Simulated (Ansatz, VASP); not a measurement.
## Ta in VASP and in Ansatz

```xyz
2
Lattice="-1.6513 1.6513 1.6513 1.6513 -1.6513 1.6513 3.3026 3.3026 0.0000" Properties=species:S:1:pos:R:3 pbc="T T T"
Ta   -0.0424    0.0424    0.0000
Ta    1.6937    1.6089    1.6513
```

Change from the starting cell: mode 4 (91.0 1/cm) frozen in, largest displacement -0.060 Å.

Alike in both runs: task single point; functional PBE; k mesh 18 × 18 × 10; occupations gaussian, width 0.15 eV; no spin polarisation.

```csv
,VASP,Ansatz
version,VASP 6.6.1,Ansatz 0.2.0
potentials or method,"VASP PAW PBE potentials, release 64 (Ta_pv), cutoff 500 eV","scalar-relativistic, plane waves, PAW"
valence electrons in the cell,22,26
```

VASP gave:

- gap on the k mesh at the Fermi level (eV): none
- pressure (GPa): 3.3
- traceless stress, the component that is largest in VASP (GPa): 0.07
- rms of the force components (eV/Å): 0.190

Which values does Ansatz return?

gap on the k mesh at the Fermi level (eV): none; pressure (GPa): 3.2; traceless stress, the component that is largest in VASP (GPa): 0.07; rms of the force components (eV/Å): 0.190.

Atom by atom the forces differ by 0.000 eV/Å (rms over components). A gap of «none» marks a metal or a gap that the smearing closes. With one functional, cell and mesh, what is left measures potentials, basis and numerics. VASP's potentials hold 22 valence electrons a cell and Ansatz's 26, so a difference there can come from the potentials and not from the codes.

Neither program's run includes spin-orbit coupling.
